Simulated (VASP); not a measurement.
Here is a VASP 6.6.1 calculation.

The input INCAR:

```
ALGO = Normal
EDIFF = 1E-7
ENCUT = 520
GGA = PE
ISIF = 2
ISMEAR = -1
LASPH = T
LCHARG = T
LELF = T
LREAL = Auto
LVHAR = T
LWAVE = F
NBANDS = 122
NELM = 100
PREC = Accurate
SIGMA = 0.15
```

Contents of KPOINTS:

```
k-points
0
Gamma
  3 4 1
```

POSCAR

```
Nb16Cl
1.0
    6.6000000000      0.0000000000      0.0000000000
    3.3000000000      4.6669050000      0.0000000000
    0.0000000000      0.0000000000     19.0003570000
Nb Cl
16 1
Direct
   -0.2499999464      0.4999998929      0.0526305900
    0.2500000536      0.4999998929      0.0526305900
   -0.2500000000      1.0000000000      0.0526305900
    0.2500000000      1.0000000000      0.0526305900
   -0.0031372408      0.0012087240      0.1717842459
    0.4974317197      0.0008035304      0.1712884132
   -0.0022040645      0.5008857048      0.1711445211
    0.4963763792      0.5005893628      0.1711001535
   -0.2599533795      0.5021122136      0.2941677359
    0.2398526281      0.5038926226      0.2982807113
   -0.2607716096      1.0034650373      0.2965274284
    0.2404877850      1.0040407936      0.2962512757
   -0.0241530900      0.0230049680      0.4171178468
    0.4836580804     -0.0005828274      0.4119124709
   -0.0256026248      0.5031861587      0.4189109710
    0.4928631233      0.5014573899      0.4193623309
    1.1144569809      0.6703699775      0.5196079737
```

Potentials or basis: VASP PAW PBE potentials, release 64 (Nb_sv, Cl).

Launch:

```console
$ cat potpaw_PBE.64/Nb_sv/POTCAR potpaw_PBE.64/Cl/POTCAR > POTCAR
$ mpirun -np 1 vasp_std > vasp.out
```

(1) Estimate the largest force.

## Answers

(1) 0.516 eV/Å.

Caveat: the k points lie up to 0.39 Å⁻¹ apart; an odd number of electrons without spin polarisation forces a metal; a magnetic or distorted state may lie lower.
